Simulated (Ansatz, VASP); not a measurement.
CoSi8Ni3 in VASP and in Ansatz

```
Co Si Ni
1.0
     5.40964    0.00000    0.00000
     0.00000    5.40964    0.00000
     0.00000    0.00000    5.40964
Co Si Ni
1 8 3
Direct
  0.50000 0.50000 0.50000
  0.74802 0.25198 0.25198
  0.25198 0.25198 0.74802
  0.74802 0.74802 0.74802
  0.25198 0.74802 0.25198
  0.25198 0.74802 0.74802
  0.74802 0.74802 0.25198
  0.25198 0.25198 0.25198
  0.74802 0.25198 0.74802
  0.50000 0.00000 0.00000
  0.00000 0.00000 0.50000
  0.00000 0.50000 0.00000
```

Alike in both runs: task single point; functional LDA; k mesh 8 × 8 × 8; occupations gaussian, width 0.1 eV; no spin polarisation.

```csv
,VASP,Ansatz
version,VASP 6.6.1,Ansatz 0.2.0
potentials or method,"VASP PAW LDA potentials, release 64 (Co, Si, Ni), cutoff 520 eV","scalar-relativistic, plane waves, PAW"
valence electrons in the cell,71,103
```

```tsv
	VASP	Ansatz	Ansatz less VASP
gap on the k mesh at the Fermi level (eV)	none	none	-
pressure (GPa)	-8.0	-8.1	-0.12
rms of the force components (eV/Å)	0.006	0.009	+0.0026
```

LDA's correlation is that of Perdew and Zunger in VASP and of Perdew and Wang (1992) in Ansatz. Atom by atom the forces differ by 0.003 eV/Å (rms over components). A gap of «none» marks a metal or a gap that the smearing closes. VASP's potentials hold 71 valence electrons a cell and Ansatz's 103, so a difference there can come from the potentials and not from the codes.
